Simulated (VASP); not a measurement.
Runs of VASP 6.6.1 on HCl. The structure is tetragonal, space group I4/mmm (No. 139). The conventional cell has a = 4.820 Å, b = 4.820 Å, c = 3.061 Å, α = 90.00°, β = 90.00°, γ = 90.00°. H (site symmetry 4/mmm) has 2 Cl at 1.53 Å within 2.0 Å. Cl (site symmetry 4/mmm) has 2 H at 1.53 Å within 2.0 Å. 

| level | potentials or basis | smearing | gap on the mesh (eV) | pressure (GPa) |
| --- | --- | --- | --- | --- |
| PBEsol | VASP PAW PBE potentials, release 64 (H, Cl) | gaussian 0.01 eV | 2.61 | 0.6 |
| LDA | VASP PAW LDA potentials, release 64 (H, Cl) | gaussian 0.01 eV | 2.65 | -0.5 |
| PBEsol | VASP PAW PBE potentials, release 64 (H, Cl) | methfessel-paxton 0.001 eV | 2.61 | 0.6 |
| PBEsol | VASP PAW PBE potentials, release 64 (H, Cl) | methfessel-paxton 0.348 eV | (a) | 0.5 |

Alike in all rows: task single point; no spin polarisation; cell as given; k mesh 6 × 6 × 6; cutoff (eV) 520.

Question: Estimate the missing entries.

Answer: (a) 2.62.

Caveats: the PAW data sets were made with another functional, which shifts forces and pressure a little (some runs).

A k mesh can miss the band edges.
